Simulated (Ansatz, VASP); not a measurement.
**One calculation of Ir, two programs**

The input INCAR:

```
PREC = Accurate
ENCUT = 520
EDIFF = 1E-7
ISMEAR = 0
SIGMA = 0.15
LREAL = F
LASPH = T
NELM = 100
ALGO = Normal
ISIF = 2
LWAVE = F
LCHARG = F
GGA = CA
NBANDS = 10
```

File KPOINTS:

```
regular mesh
0
Gamma
  22 22 22
```

The input POSCAR:

```
Ir
1.0
    0.0000000000      2.2036365489      1.3865281165
    2.2036365489      0.0000000000      1.3865281165
    2.2036365489      2.2036365489      0.0000000000
Ir
1
Direct
    0.0000000000      0.0000000000      0.0000000000
```

Input for Ansatz:

```yaml
crystal:
  lattice:
    - [0.0, 2.2036365489, 1.3865281165]
    - [2.2036365489, 0.0, 1.3865281165]
    - [2.2036365489, 2.2036365489, 0.0]
  atoms:
    - { symbol: Ir, position: [0.0, 0.0, 0.0] }
basis:
  ecutwfc: 420
kpoints:
  mp_grid: { grid: [22, 22, 22] }
hamiltonian:
  xc: lda
  pseudopotentials: { kind: paw, azcp: { folder: soft_1 } }
scf:
  occupations: { method: gaussian, width: 0.15 }
output:
  forces: true
  stress: true
  eigenvalues: true
```

Alike in both runs: task single point; functional LDA; k mesh 22 × 22 × 22; occupations gaussian, width 0.15 eV; no spin polarisation.

```csv
,VASP,Ansatz
version,VASP 6.6.1,Ansatz 0.2.0
potentials or method,"VASP PAW LDA potentials, release 64 (Ir), cutoff 520 eV","scalar-relativistic, plane waves, PAW"
valence electrons in the cell,9,17
```

Ansatz gave:

```
gap on the k mesh at the Fermi level (eV)                     : none
pressure (GPa)                                                : 23.3
traceless stress, the component that is largest in VASP (GPa) : -26.45
```

**Question.** Which values does VASP return?

**Answer.** gap on the k mesh at the Fermi level (eV): none; pressure (GPa): 26.3; traceless stress, the component that is largest in VASP (GPa): -25.96.

Ansatz warns that its potentials were made for another functional, while VASP's fit it. LDA's correlation is that of Perdew and Zunger in VASP and of Perdew and Wang (1992) in Ansatz. A gap of «none» marks a metal or a gap that the smearing closes. VASP's potentials hold 9 valence electrons a cell and Ansatz's 17, so a difference there can come from the potentials and not from the codes.

Spin-orbit coupling is off throughout.
